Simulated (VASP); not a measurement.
# Fe: single point with r2SCAN

The system is Fe.

```
Fe
1.0
    -1.43455    1.43455    1.43455
     1.43455   -1.43455    1.43455
     1.43455    1.43455   -1.43455
Fe
1
Direct
  0.00000 0.00000 0.00000
```

```json
{"Program": "VASP 6.6.1", "Task": "single point", "Functional": "r2SCAN", "Potentials or basis": "VASP PAW PBE potentials, release 64 (Fe)", "Cutoff": "520 eV", "k mesh": "15 × 15 × 15", "Occupations": "fermi-dirac, width 0.05 eV", "Spin": "collinear spin, ferromagnetic start", "Starting moments": "[2.804] μB", "Dipole correction": "no", "Further INCAR settings": "ALGO = Normal; EDIFF = 1e-06; NBANDS = 14"}
```

```yaml
Pressure: -0.4 GPa
Net_moment: 2.67 μB per cell
Site_moments: Fe +2.74 μB
Valence_electrons_inside_the_program's_atomic_spheres: Fe 7.19
```

Levels at points of the mesh, in eV from the Fermi level:
Spin up:
```csv
k point,band 3,band 4,band 5,band 6,band 7,band 8
"(0.00, 0.00, 0.00)",-3.09,-3.09,-1.89,-1.89,25.59,25.59
```
Spin down:
```csv
k point,band 1,band 2,band 3,band 4,band 5,band 6,band 7
"(0.00, 0.00, 0.00)",-9.11,0.37,0.37,0.37,2.55,2.55,25.23
```

Run time: 73 s on 1 thread of Intel(R) Xeon(R) 6975P-C (Granite Rapids) (shared host), peak memory 0.15 GiB.

Caveat: the PAW data sets were made with another functional, which shifts forces and pressure a little.
